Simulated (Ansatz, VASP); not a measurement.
CoO in VASP and in Ansatz

```xyz
2
Lattice="1.6259 0.9387 2.3423 -1.6259 0.9387 2.3423 0.0000 -1.8774 2.3423" Properties=species:S:1:pos:R:3 pbc="T T T"
Co    0.0000    0.0000    0.0000
O     0.0000    0.0000    3.5135
```

Change from the starting cell: strain +0.080 along x and y, -0.040 along z, atoms carried along.

Alike in both runs: task single point; functional PBEsol; k mesh 18 × 18 × 18; occupations gaussian, width 0.15 eV; collinear spin.

```csv
,VASP,Ansatz
version,VASP 6.6.1,Ansatz 0.2.0
potentials or method,"VASP PAW PBE potentials, release 64 (Co, O), cutoff 520 eV","scalar-relativistic, plane waves, PAW"
valence electrons in the cell,15,23
```

```tsv
	VASP	Ansatz	Ansatz less VASP
gap on the k mesh at the Fermi level (eV)	none	none	-
pressure (GPa)	-25.0	-24.9	+0.15
traceless stress, the component that is largest in VASP (GPa)	4.45	4.24	-0.205
net moment per atom (μB)	1.50	1.50	+0.001
size of the moment on the site where the two differ most (μB)	2.61	2.55	-0.054
```

VASP's potentials were made for PBE, not for PBEsol. Site moments also hang on the region over which each program counts them. A gap of «none» marks a metal or a gap that the smearing closes. VASP's potentials hold 15 valence electrons a cell and Ansatz's 23, so a difference there can come from the potentials and not from the codes.
